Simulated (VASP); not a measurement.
# NaCl (I4/mmm) in VASP: further runs

NaCl is run at these levels: r2SCAN; tasks: single point.

All numbers are computed with VASP 6.6.1; they aren't measurements. Logs are shortened: lines on timing, memory, paths and dates and some standing lists are left out, and cuts for length are marked.

## Step 1: The cell of the first run

Symmetry: I4/mmm, No. 139, tetragonal system. Conventional cell: a = 3.769 Å, b = 3.769 Å, c = 6.395 Å, α = 90.00°, β = 90.00°, γ = 90.00°. Na (site symmetry 4/mmm) has 6 Cl at 2.66 to 3.20 Å within 3.5 Å. Cl (site symmetry 4/mmm) has 6 Na at 2.66 to 3.20 Å within 3.5 Å.

## Step 2: Single point, r2SCAN

POSCAR

```
NaCl
1.0
    0.0000000000      2.6647787748      3.1977345297
    2.6647787748      0.0000000000      3.1977345297
    2.6647787748      2.6647787748      0.0000000000
Na Cl
1 1
Direct
    0.0000000000      0.0000000000      0.0000000000
    0.5000000000      0.5000000000      0.5000000000
```

INCAR.step1

```
PREC = Accurate
ENCUT = 520
ISMEAR = 0
SIGMA = 0.05
LREAL = F
LASPH = T
NELM = 80
NBANDS = 14
GGA = PE
ALGO = Normal
EDIFF = 1E-4
LWAVE = T
LCHARG = F
```

INCAR.step2

```
PREC = Accurate
ENCUT = 520
EDIFF = 1E-6
ISMEAR = 0
SIGMA = 0.05
LREAL = F
LASPH = T
NELM = 80
ALGO = Normal
ISIF = 2
LWAVE = F
LCHARG = F
METAGGA = R2SCAN
LMIXTAU = T
NBANDS = 14
ISTART = 1
```

KPOINTS

```
regular mesh
0
Gamma
  8 8 8
```

Potentials or basis: VASP PAW PBE potentials, release 64 (Na_pv, Cl).

Command:

```
$ cat potpaw_PBE.64/Na_pv/POTCAR potpaw_PBE.64/Cl/POTCAR > POTCAR
$ cp INCAR.step1 INCAR
$ mpirun -np 1 vasp_std > vasp.out
$ cp INCAR.step2 INCAR
$ mpirun -np 1 vasp_std > vasp.out
```

OUTCAR:

```text
PREC = Accurate
   ENCUT = 520
   EDIFF = 1E-6
   ISMEAR = 0
   LREAL = F
   LASPH = T
   NELM = 80
   ISIF = 2
   METAGGA = R2SCAN
   ISTART = 1

 ion  position               nearest neighbor table
   1  0.000  0.000  0.000-   2 2.66   2 2.66   2 2.66   2 2.66
   2  0.500  0.500  0.500-   1 2.66   1 2.66   1 2.66   1 2.66

  LATTYP: Found a body centered tetragonal cell.
 ALAT       =     3.7685662840
 C/A-ratio  =     1.6970562748

  Lattice vectors:

 A1 = (  -2.6647787748,   0.0000000000,   3.1977345297)
 A2 = (   2.6647787748,   0.0000000000,   3.1977345297)
 A3 = (   0.0000000000,   2.6647787748,  -3.1977345297)

Analysis of symmetry for initial positions (statically):
=====================================================================
 Subroutine PRICEL returns:
 Original cell was already a primitive cell.

 Routine SETGRP: Setting up the symmetry group for a
 body centered tetragonal supercell.

 Subroutine GETGRP returns: Found 16 space group operations
 (whereof 16 operations were pure point group operations)
 out of a pool of 16 trial point group operations.

The static configuration has the point symmetry D_4h.

Analysis of symmetry for dynamics (positions and initial velocities):
=====================================================================
 Subroutine PRICEL returns:
 Original cell was already a primitive cell.

 Routine SETGRP: Setting up the symmetry group for a
 body centered tetragonal supercell.

 Subroutine GETGRP returns: Found 16 space group operations
 (whereof 16 operations were pure point group operations)
 out of a pool of 16 trial point group operations.

The dynamic configuration has the point symmetry D_4h.

 Subroutine INISYM returns: Found 16 space group operations
 (whereof 16 operations are pure point group operations),
 and found     1 'primitive' translations

----------------------------------------------------------------------------------------

                                     Primitive cell

  volume of cell :      45.4145

  direct lattice vectors                    reciprocal lattice vectors
     0.000000000  2.664778775  3.197734530    -0.187632836  0.187632836  0.156360697
     2.664778775  0.000000000  3.197734530     0.187632836 -0.187632836  0.156360697
     2.664778775  2.664778775  0.000000000     0.187632836  0.187632836 -0.156360697

  length of vectors
     4.162517512  4.162517512  3.768566284     0.307994854  0.307994854  0.307994854

  position of ions in fractional coordinates (direct lattice)
     0.000000000  0.000000000  0.000000000
     0.500000000  0.500000000  0.500000000

  ion indices of the primitive-cell ions
   primitive index   ion index
                 1           1
                 2           2

----------------------------------------------------------------------------------------

 KPOINTS: regular mesh

Automatic generation of k-mesh.
 Grid dimensions read from file:
 generate k-points for:    8    8    8

 Generating k-lattice:

  Cartesian coordinates                     Fractional coordinates (reciprocal lattice)
    -0.023454105  0.023454105  0.019545087     0.125000000  0.000000000  0.000000000
     0.023454105 -0.023454105  0.019545087     0.000000000  0.125000000  0.000000000
     0.023454105  0.023454105 -0.019545087    -0.000000000 -0.000000000  0.125000000

  Length of vectors
     0.038499357  0.038499357  0.038499357

  Shift w.r.t. Gamma in fractional coordinates (k-lattice)
     0.000000000  0.000000000  0.000000000

 Subroutine IBZKPT returns following result:
 ===========================================

 Found     59 irreducible k-points:

 Following reciprocal coordinates:
            Coordinates               Weight
  0.000000  0.000000  0.000000      1.000000
  0.125000  0.000000  0.000000      8.000000
  0.250000  0.000000  0.000000      8.000000
  0.375000  0.000000  0.000000      8.000000
  0.500000  0.000000  0.000000      4.000000
  0.125000  0.125000  0.000000      2.000000
[... 16 lines left out ...]
  0.250000  0.000000  0.125000     16.000000
  0.375000  0.000000  0.125000     16.000000
 [... further k-points ...]
   k-points           NKPTS =     59   k-points in BZ     NKDIM =     59   number of bands    NBANDS=     14
   number of dos      NEDOS =    301   number of ions     NIONS =      2
   total plane-waves  NPLWV =  28672
   dimension x,y,z NGX =    32 NGY =   32 NGZ =   28
   dimension x,y,z NGXF=    64 NGYF=   64 NGZF=   56
   ions per type =               1   1
   NGX,Y,Z   is equivalent  to a cutoff of  12.78, 12.78, 12.35 a.u.
   NGXF,Y,Z  is equivalent  to a cutoff of  25.56, 25.56, 24.70 a.u.
 SYSTEM =  unknown system
   PREC   = accura    normal or accurate (medium, high low for compatibility)
   ISTART =      1    job   : 0-new  1-cont  2-samecut
   ICHARG =      0    charge: 1-file 2-atom 10-const
   ISPIN  =      1    spin polarized calculation?
   LNONCOLLINEAR =      F non collinear calculations
   LSORBIT =      F    spin-orbit coupling
   LASPH  =      T    aspherical Exc in radial PAW
   ENCUT  =  520.0 eV  38.22 Ry    6.18 a.u.   7.74  7.74  7.01*2*pi/ulx,y,z
   NELM   =     80;   NELMIN=  2; NELMDL=  0     # of ELM steps
   EDIFF  = 0.1E-05   stopping-criterion for ELM
   LREAL  =      F    real-space projection
   EDIFFG = 0.1E-04   stopping-criterion for IOM
   NSW    =      0    number of steps for IOM
   IBRION =     -1    ionic relax: 0-MD 1-quasi-New 2-CG
   NFREE  =      0    steps in history (QN), initial steepest desc. (CG)
   ISIF   =      2    stress and relaxation
   ISYM   =      2    0-nonsym 1-usesym 2-fastsym
   POTIM  = 0.5000    time-step for ionic-motion
   TEBEG  =    0.0;   TEEND  =   0.0 temperature during run
   PSTRESS=    0.0 pullay stress
   NELECT =      14.0000    total number of electrons
   NUPDOWN=      -1.0000    fix difference up-down
   EMIN   =  10.00;   EMAX   =-10.00  energy-range for DOS
   EFERMI =   0.00;   METHOD = LEGACY
   ISMEAR =     0;   SIGMA  =   0.05  broadening in eV -4-tet -1-fermi 0-gaus
   EFERMI_NEDOS =   21; number of points for ismear=-14 and -15
   IALGO  =     38    algorithm
   IMIX   =      4    mixing-type and parameters
     AMIX     =   0.40;   BMIX     =  1.00
     AMIX_MAG =   1.60;   BMIX_MAG =  1.00
  volume/ion in A,a.u.               =      22.71       153.24
  Fermi-wavevector in a.u.,A,eV,Ry     =   1.105909  2.089864 16.640388  1.223034
  Thomas-Fermi vector in A             =   2.242402
   LORBIT       =      0    0 simple, 1 ext, 2 COOP (PROOUT), +10 PAW based schemes
   METAGGA = R2SCAN    functional components
   LHFCALC =     F    Hartree Fock is set to
   AEXX    =    0.0000 exact exchange contribution
   IVDW    =     0    specifies the selected vdW correction
   LEPSILON=     F    determine dielectric tensor
   LRPA    =     F    only Hartree local field effects (RPA)
 non-spin polarized calculation
 Gauss-broadening in eV      SIGMA  =   0.05
  energy-cutoff  :      520.00
  volume of cell :       45.41
 maximum number of plane-waves:      1238
   NGX = 15   NGY = 15   NGZ = 13

 number of electron      14.0000003 magnetization

 Free energy of the ion-electron system (eV)
  ---------------------------------------------------
  ext. energy  EPLUGINS =         0.00000000
  ---------------------------------------------------
  free energy    TOTEN  =       -13.67886490 eV

  energy without entropy =      -13.67886490  energy(sigma->0) =      -13.67886490

 E-fermi :  -0.9742     XC(G=0):  -8.5410

 val. band max:       -1.2699086736   @ k =   0.0000   0.0000   0.0000
 cond. band min:       4.5981695071   @ k =   0.0000   0.0000   0.0000
 fundamental gap:      5.8680781807
 Fermi energy:        -0.9742430714

 k-point     1 :       0.0000    0.0000    0.0000
  band No.  band energies     occupation
      1     -22.7348      2.00000
      2     -22.7063      2.00000
      3     -22.7057      2.00000
      4     -14.4862      2.00000
      5      -1.2743      2.00000
      6      -1.2699      2.00000
      7      -1.2699      2.00000
      8       4.5982      0.00000
      9       9.7466      0.00000
     10      11.1255      0.00000
     11      11.1256      0.00000
     12      11.6803      0.00000
     13      13.8225      0.00000
     14      14.5524      0.00000

 k-point     2 :       0.1250    0.0000    0.0000
  band No.  band energies     occupation
      1     -22.7356      2.00000
      2     -22.7109      2.00000
      3     -22.7060      2.00000
      4     -14.4361      2.00000
      5      -1.6255      2.00000
      6      -1.3359      2.00000
      7      -1.2914      2.00000
      8       5.0714      0.00000
      9       9.8295      0.00000
     10      10.4921      0.00000
     11      11.3571      0.00000
     12      11.7006      0.00000
     13      13.4816      0.00000
     14      15.1378      0.00000

 k-point     3 :       0.2500    0.0000    0.0000
  band No.  band energies     occupation
      1     -22.7382      2.00000
      2     -22.7226      2.00000
      3     -22.7051      2.00000
      4     -14.3118      2.00000
      5      -2.3469      2.00000
      6      -1.4796      2.00000
      7      -1.3425      2.00000
      8       6.0145      0.00000
      9       9.4255      0.00000
     10      10.2272      0.00000
     11      11.7608      0.00000
     12      12.4718      0.00000
     13      13.2335      0.00000
     14      15.4696      0.00000

 k-point     4 :       0.3750    0.0000    0.0000
  band No.  band energies     occupation
      1     -22.7438      2.00000
      2     -22.7312      2.00000
      3     -22.7043      2.00000
      4     -14.1823      2.00000
      5      -2.9558      2.00000
      6      -1.6148      2.00000
      7      -1.3924      2.00000
      8       6.5454      0.00000
      9       9.5922      0.00000
     10      10.1311      0.00000
     11      11.6495      0.00000
     12      14.0927      0.00000
     13      14.1776      0.00000
     14      15.2511      0.00000

 k-point     5 :       0.5000    0.0000    0.0000
  band No.  band energies     occupation
      1     -22.7476      2.00000
      2     -22.7333      2.00000
      3     -22.7039      2.00000
      4     -14.1271      2.00000
      5      -3.1869      2.00000
      6      -1.6686      2.00000
      7      -1.4128      2.00000
      8       6.6042      0.00000
      9       9.9630      0.00000
     10      10.1167      0.00000
     11      11.5239      0.00000
[... 276 lines left out ...]
 k-point    22 :       0.1250    0.0000    0.1250
  band No.  band energies     occupation
      1     -22.7352      2.00000
      2     -22.7123      2.00000
      3     -22.7086      2.00000
      4     -14.4075      2.00000
      5      -1.6747      2.00000
      6      -1.4396      2.00000
      7      -1.3378      2.00000
      8       5.2568      0.00000
      9       9.9970      0.00000
     10      10.3381      0.00000
     11      11.1000      0.00000
     12      11.9359      0.00000
     13      13.0457      0.00000
     14      15.7626      0.00000

 k-point    23 :       0.2500    0.0000    0.1250
  band No.  band energies     occupation
      1     -22.7365      2.00000
      2     -22.7223      2.00000
      3     -22.7086      2.00000
      4     -14.3035      2.00000
      5      -2.2403      2.00000
      6      -1.5247      2.00000
      7      -1.4355      2.00000
      8       6.0784      0.00000
      9       9.1497      0.00000
     10      10.7664      0.00000
     11      11.2846      0.00000
     12      12.1481      0.00000
     13      13.0277      0.00000
     14      16.3518      0.00000

 k-point    24 :       0.3750    0.0000    0.1250
  band No.  band energies     occupation
      1     -22.7408      2.00000
      2     -22.7312      2.00000
      3     -22.7075      2.00000
      4     -14.1814      2.00000
      5      -2.8184      2.00000
      6      -1.6056      2.00000
      7      -1.5586      2.00000
      8       6.8067      0.00000
      9       9.0122      0.00000
     10      10.5416      0.00000
     11      11.0680      0.00000
     12      13.1921      0.00000
     13      14.4698      0.00000
     14      16.3813      0.00000

 [... further k-points ...]

------------------------ aborting loop because EDIFF is reached ----------------------------------------

  FORCE on cell =-STRESS in cart. coord.  units (eV):
  Direction    XX          YY          ZZ          XY          YZ          ZX
  --------------------------------------------------------------------------------------
  -------------------------------------------------------------------------------------
  Total        0.8461798      0.8461798     -0.8436050      0.0000000      0.0000000      0.0000000
  in kB       29.8523497     29.8523497    -29.7615136      0.0000000      0.0000000      0.0000000
  external PRESSURE =       9.9810619 kB  Pullay stress =       0.0000000 kB

 VOLUME and BASIS-vectors are now :
 -----------------------------------------------------------------------------
  energy-cutoff  :      520.00
  volume of cell :       45.41
      direct lattice vectors                 reciprocal lattice vectors
     0.000000000  2.664778775  3.197734530    -0.187632836  0.187632836  0.156360697
     2.664778775  0.000000000  3.197734530     0.187632836 -0.187632836  0.156360697
     2.664778775  2.664778775  0.000000000     0.187632836  0.187632836 -0.156360697

 POSITION                                       TOTAL-FORCE (eV/Angst)
 -----------------------------------------------------------------------------------
      0.00000      0.00000      0.00000        -0.000000      0.000000      0.000000
      2.66478      2.66478      3.19773         0.000000     -0.000000      0.000000
 -----------------------------------------------------------------------------------
    total drift:                                0.000000     -0.000000     -0.000000

  FREE ENERGIE OF THE ION-ELECTRON SYSTEM (eV)
  ---------------------------------------------------
  free  energy   TOTEN  =       -13.6788649017 eV

  energy  without entropy=      -13.6788649017  energy(sigma->0) =      -13.67886490
```

Wall time 1.8 min (1 thread of Intel Xeon Platinum 8375C at 2.90GHz (Ice Lake), shared host); peak memory 0.18 GiB.

Results:

```yaml
Free_energy: -13.6789 eV
Pressure: 1.0 GPa
Band_gap_on_the_k_mesh: 5.87 eV
```

Stress tensor (GPa, compression positive):
```
 2.99  0.00  0.00
 0.00  2.99  0.00
 0.00  0.00 -2.98
```

Levels at points of the mesh, in eV from the valence-band top:
```
           k point  band 4  band 5  band 6  band 7  band 8  band 9  band 10  band 11
(0.00, 0.00, 0.00)  -13.22    0.00    0.00    0.00    5.87   11.02    12.40    12.40
(0.50, 0.00, 0.00)  -12.86   -1.92   -0.40   -0.14    7.87   11.23    11.39    12.79
(0.50, 0.50, 0.00)  -12.96   -1.66   -0.33   -0.33    8.73    9.13    10.98    16.10
(0.50, 0.00, 0.50)  -12.77   -1.62   -0.98   -0.41    8.55    8.56    12.65    14.30
```

Caveat: the PAW data sets were made with another functional, which shifts forces and pressure a little. A k mesh can miss the band edges.

[end of part 1 of 2]
